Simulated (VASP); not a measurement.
Wanted: the native input for a VASP 6.6.1 run.

```yaml
Task: single point
Functional: PBE
Potentials_or_basis: VASP PAW PBE potentials, release 64 (Nd_3, Sb, Rh_pv), 4f in core
Cutoff: 500 eV
k_mesh: 6 × 6 × 2
Occupations: gaussian, width 0.1 eV
Spin: collinear spin, ferromagnetic start
Starting_moments: "[0.0, 0.0, 0.0, 0.0, 1.0] μB"
Dipole_correction: no
Mended: yes
Further_INCAR_settings: ALGO = Normal; EDIFF = 1e-06; NBANDS = 36
```

The structure of Nd2Sb2Rh lies in POSCAR:

```
Nd2Sb2Rh
1.0
    4.4224944621      0.0000000000      0.0000000000
   -2.2112472310      3.8299925523      0.0000000000
    0.0000000000      0.0000000000      8.3635809249
Nd Sb Rh
2 2 1
Direct
    0.3333333333      0.6666666667      0.6710279336
    0.6666666667      0.3333333333      0.3289720664
    0.3333333333      0.6666666667      0.1312539859
    0.6666666667      0.3333333333      0.8687460141
    0.0000000000      0.0000000000      0.0000000000
```

The cell was built from a structure type or drawn by symmetry, and may not be a known phase.

One way to write it, as run:

INCAR

```
ALGO = Normal
EDIFF = 1E-6
ENCUT = 500
GGA = PE
GGA_COMPAT = F
ISIF = 2
ISMEAR = 0
ISPIN = 2
LASPH = T
LCHARG = F
LMAXMIX = 6
LORBIT = 11
LREAL = F
LWAVE = F
MAGMOM = 0 0 0 0 1
NBANDS = 36
NELM = 200
PREC = Accurate
SIGMA = 0.1
```

KPOINTS

```
k-points
0
Gamma
  6 6 2
```

Potentials or basis: VASP PAW PBE potentials, release 64 (Nd_3, Sb, Rh_pv), 4f in core.

Command:

```bash
$ cat potpaw_PBE.64/Nd_3/POTCAR potpaw_PBE.64/Sb/POTCAR potpaw_PBE.64/Rh_pv/POTCAR > POTCAR
$ mpirun -np 1 vasp_std > vasp.out
```

Results of the run:

The pressure is 0.1 GPa. The largest force is 0.042 eV/Å. The net moment is 0.00 μB per cell and the valence electrons inside the program's atomic spheres are Nd 8.82; Sb 2.49; Rh 13.77.

Caveat: the k points lie up to 0.38 Å⁻¹ apart; the magnetic or orbital state may not be the lowest.

Wall time 100 s on 1 thread of Intel(R) Xeon(R) Platinum 8488C (Sapphire Rapids) (shared host), peak memory 0.36 GiB.
